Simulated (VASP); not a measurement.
**Ge: density of states with PBE**

The system is Ge.

```xyz
1
Lattice="2.7105 0.0000 0.0000 0.0000 2.7105 0.0000 0.0000 0.0000 2.7105" Properties=species:S:1:pos:R:3 pbc="T T T"
Ge    0.0000    0.0000    0.0000
```

```json
{
 "Program": "VASP 6.6.1",
 "Task": "density of states",
 "Functional": "PBE",
 "Potentials or basis": "VASP PAW PBE potentials, release 64 (Ge_d)",
 "Cutoff": "520 eV",
 "k mesh": "20 × 20 × 20",
 "Occupations": "gaussian, width 0.1 eV",
 "Spin": "no spin polarisation",
 "Dipole correction": "no",
 "k mesh for the DOS": "30 × 30 × 30",
 "Occupations for the DOS": "tetrahedron",
 "Further INCAR settings": "ALGO = Normal; EDIFF = 1e-07; NBANDS = 13"
}
```

| Quantity | Value |
| --- | --- |
| Valence electrons inside the program's atomic spheres | Ge 12.25 |

Levels at points of the mesh, in eV from the Fermi level:
```tsv
k point	band 3	band 4	band 5	band 6	band 7	band 8	band 9	band 10	band 11	band 12
(0.00, 0.00, 0.00)	-24.42	-24.42	-24.42	-12.72	6.59	6.59	6.59	10.03	10.03	12.44
(0.50, 0.00, 0.00)	-24.48	-24.47	-24.42	-9.01	-5.56	9.44	9.44	13.23	15.19	16.31
(0.50, 0.50, 0.00)	-24.48	-24.48	-24.35	-5.08	-2.51	-2.51	3.20	12.23	19.34	19.34
(0.50, 0.50, 0.50)	-24.56	-24.34	-24.34	-0.55	0.34	0.34	0.34	6.90	6.90	6.90
```

Run time: 63 s on 1 thread of Intel(R) Xeon(R) 6975P-C (Granite Rapids), on a shared host, peak memory 0.31 GiB.
